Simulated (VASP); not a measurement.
Input of a VASP 6.6.1 run:

INCAR

```
ALGO = Fast
EDIFF = 1E-6
ENCUT = 520
GGA = PE
ISIF = 2
ISMEAR = 0
LASPH = T
LCHARG = T
LELF = T
LREAL = F
LVHAR = T
LWAVE = F
NBANDS = 26
NELM = 80
PREC = Accurate
SIGMA = 0.1
```

File KPOINTS:

```
k-points
0
Gamma
  20 20 20
```

Contents of POSCAR:

```
TaGa2
1.0
   -1.5954842270      1.5954842270      4.8972544153
    1.5954842270     -1.5954842270      4.8972544153
    1.5954842270      1.5954842270     -4.8972544153
Ta Ga
1 2
Direct
    0.0000000000      0.0000000000      0.0000000000
    0.6731455954      0.6731455954      0.0000000000
    0.3268544046      0.3268544046      0.0000000000
```

Potentials or basis: VASP PAW PBE potentials, release 64 (Ta_pv, Ga_d).

The run is started by

```bash
$ cat potpaw_PBE.64/Ta_pv/POTCAR potpaw_PBE.64/Ga_d/POTCAR > POTCAR
$ mpirun -np 1 vasp_std > vasp.out
```

What does it give for the band gap on the k mesh?

Zero (an odd number of electrons rules out a gap without spin polarisation).

What does it give for the pressure?

0.2 GPa.

Caveat: spin-orbit coupling is left out, which moves the levels of the heavy elements.
